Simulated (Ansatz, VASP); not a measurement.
# YHSe in VASP and in Ansatz

File INCAR:

```
SYSTEM = YHSe
ALGO = Normal
EDIFF = 1E-6
ENCUT = 520
GGA = CA
ISIF = 2
ISMEAR = 0
LASPH = .TRUE.
LCHARG = .TRUE.
LELF = .TRUE.
LREAL = .FALSE.
LVHAR = .TRUE.
LWAVE = .FALSE.
NBANDS = 16
NELM = 80
PREC = Accurate
SIGMA = 0.05
```

The input KPOINTS:

```
k-points
0
G
  9 9 8
  0 0 0
```

File POSCAR:

```
YHSe
1.0
    3.6872940824      0.0000000000      0.0000000000
   -1.8436470412      3.1932903466      0.0000000000
    0.0000000000      0.0000000000      3.9155495600
Y H Se
1 1 1
Direct
    0.0000000000      0.0000000000      0.0000000000
    0.3333333333      0.6666666667      0.0000000000
    0.6666666667      0.3333333333      0.5000000000
```

Input for Ansatz:

```yaml
crystal:
  lattice:
    - [3.6872940824, 0.0, 0.0]
    - [-1.8436470412, 3.1932903466, 0.0]
    - [0.0, 0.0, 3.91554956]
  atoms:
    - { symbol: "Y", position: [0.0, 0.0, 0.0] }
    - { symbol: H, position: [0.3333333333, 0.6666666667, 0.0] }
    - { symbol: Se, position: [0.6666666667, 0.3333333333, 0.5] }
basis:
  ecutwfc: 420
kpoints:
  mp_grid: { grid: [9, 9, 8] }
hamiltonian:
  xc: lda
scf:
  occupations: { method: gaussian, width: 0.05 }
output:
  forces: true
  stress: true
  eigenvalues: true
```

Change from the starting cell: strain -0.040 along x and y, +0.000 along z, atoms carried along.

Alike in both runs: task single point; functional LDA; k mesh 9 × 9 × 8; occupations gaussian, width 0.05 eV; no spin polarisation.

```csv
,VASP,Ansatz
version,VASP 6.6.1,Ansatz 0.2.0
potentials or method,"VASP PAW LDA potentials, release 64 (Y_sv, H, Se), cutoff 520 eV","scalar-relativistic, plane waves, PAW"
valence electrons in the cell,18,28
```

|  | VASP | Ansatz | Ansatz less VASP |
| --- | --- | --- | --- |
| gap on the k mesh at the Fermi level (eV) | 1.85 | 1.85 | +0.005 |
| least direct gap on the mesh (eV) | 1.86 | 1.88 | +0.015 |
| pressure (GPa) | 1.7 | 1.6 | -0.11 |
| traceless stress, the component that is largest in VASP (GPa) | -5.19 | -5.21 | -0.012 |

LDA's correlation is that of Perdew and Zunger in VASP and of Perdew and Wang (1992) in Ansatz. VASP's potentials hold 18 valence electrons a cell and Ansatz's 28, so a difference there can come from the potentials and not from the codes.
